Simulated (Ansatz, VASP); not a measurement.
**One calculation of Pb, two programs**

File INCAR:

```
PREC = Accurate ; ENCUT = 520
EDIFF = 1E-7 ; ISMEAR = -1
SIGMA = 0.1 ; LREAL = False
LASPH = True ; NELM = 80
ALGO = Normal ; ISIF = 2
LWAVE = False ; LCHARG = False
NBANDS = 13
```

File KPOINTS:

```
regular mesh
0
Gamma
  9 9 9
```

File POSCAR:

```
Pb
1.0
    0.0000000000      2.4375492138      2.4375492138
    2.4375492138      0.0000000000      2.4375492138
    2.4375492138      2.4375492138      0.0000000000
Pb
1
Direct
    0.0000000000      0.0000000000      0.0000000000
```

Input for Ansatz:

```yaml
crystal:
  lattice:
    - [0.0, 2.4375492138, 2.4375492138]
    - [2.4375492138, 0.0, 2.4375492138]
    - [2.4375492138, 2.4375492138, 0.0]
  atoms:
    - { symbol: Pb, position: [0.0, 0.0, 0.0] }
hamiltonian:
  xc: lda
  pseudopotentials:
    kind: paw
    azcp:
      Pb: "pseudopotentials/Pb.paw.azcp"
basis:
  ecutwfc: 420
  fft_grid_basis: typed
kpoints:
  mp_grid: { grid: [9, 9, 9], shift: [0, 0, 0] }
magnetization:
  spin_polarized: false
scf:
  occupations: { method: fermi_dirac, width: 0.1 }
  lower_state_search: "off"
output:
  stress: true
  write_density: true
  write_potential: true
  elf: true
  volumetric_format: npy
```

Alike in both runs: task single point; functional LDA; k mesh 9 × 9 × 9; occupations fermi-dirac, width 0.1 eV; no spin polarisation.

|  | VASP | Ansatz |
| --- | --- | --- |
| version | VASP 6.6.1 | Ansatz 0.2.0 |
| potentials or method | VASP PAW LDA potentials, release 64 (Pb_d), cutoff 520 eV | plane waves (420 eV) with PAW, scalar-relativistic |
| valence electrons in the cell | 14 | 14 |

|  | VASP | Ansatz | Ansatz less VASP |
| --- | --- | --- | --- |
| pressure (GPa) | 0.1 | 0.1 | -0.08 |

Ansatz warns that its potentials were made for another functional, while VASP's fit it. LDA's correlation is that of Perdew and Zunger in VASP and of Perdew and Wang (1992) in Ansatz.

Spin-orbit coupling is off throughout.
